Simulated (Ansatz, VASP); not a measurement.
**Two plane-wave programs on Hf4F**

The input INCAR:

```
ALGO = Normal
DIPOL = 0.5 0.5 0.369
EDIFF = 1E-7
ENCUT = 520
GGA = PE
IDIPOL = 3
ISIF = 2
ISMEAR = 0
LASPH = True
LCHARG = True
LDIPOL = True
LELF = True
LREAL = False
LVACPOTAV = True
LVHAR = True
LWAVE = False
NBANDS = 32
NELM = 100
PREC = Accurate
SIGMA = 0.1
```

KPOINTS

```
k-points
0
Gamma
  9 9 1
```

POSCAR

```
Hf4F
1.0
    3.2048170381      0.0000000000      0.0000000000
   -1.6024085190      2.7754529695      0.0000000000
    0.0000000000      0.0000000000     24.5281466259
Hf F
4 1
Direct
    0.6666666667      0.3333333333      0.1630779553
    0.3333333333      0.6666666667      0.2663815885
    0.6666666667      0.3333333333      0.3732987945
    0.3333333333      0.6666666667      0.4699966451
    0.8888888889      0.1111111111      0.5706972826
```

Input for Ansatz:

```yaml
crystal:
  lattice:
    - [3.2048170381, 0.0, 0.0]
    - [-1.602408519, 2.7754529695, 0.0]
    - [0.0, 0.0, 24.5281466259]
  atoms:
    - { symbol: Hf, position: [0.6666666667, 0.3333333333, 0.1630779553] }
    - { symbol: Hf, position: [0.3333333333, 0.6666666667, 0.2663815885] }
    - { symbol: Hf, position: [0.6666666667, 0.3333333333, 0.3732987945] }
    - { symbol: Hf, position: [0.3333333333, 0.6666666667, 0.4699966451] }
    - { symbol: F, position: [0.8888888889, 0.1111111111, 0.5706972826] }
basis:
  ecutwfc: 420
kpoints:
  mp_grid: { grid: [9, 9, 1] }
hamiltonian:
  xc: pbe
scf:
  occupations: { method: gaussian, width: 0.1 }
output:
  forces: true
  eigenvalues: true
efield:
  axis: 3
  dipole_correction: true
  ramp_width: 0.04
```

Alike in both runs: task single point; functional PBE; k mesh 9 × 9 × 1; occupations gaussian, width 0.1 eV; no spin polarisation.

|  | VASP | Ansatz |
| --- | --- | --- |
| version | VASP 6.6.1 | Ansatz 0.2.0 |
| potentials or method | VASP PAW PBE potentials, release 64 (Hf_pv, F), cutoff 520 eV | scalar-relativistic, plane waves, PAW |
| valence electrons in the cell | 47 | 111 |

Ansatz gave:

- gap on the k mesh at the Fermi level (eV): none
- rms of the force components (eV/Å): 1.426
- work function, face that differs most (eV): 10.37

Problem. Estimate VASP's values.

Solution. gap on the k mesh at the Fermi level (eV): none; rms of the force components (eV/Å): 1.417; work function, face that differs most (eV): 10.38.

Atom by atom the forces differ by 0.019 eV/Å (rms over components). A gap of «none» marks a metal or a gap that the smearing closes. VASP's potentials hold 47 valence electrons a cell and Ansatz's 111, so a difference there can come from the potentials and not from the codes.

Neither program's run includes spin-orbit coupling.
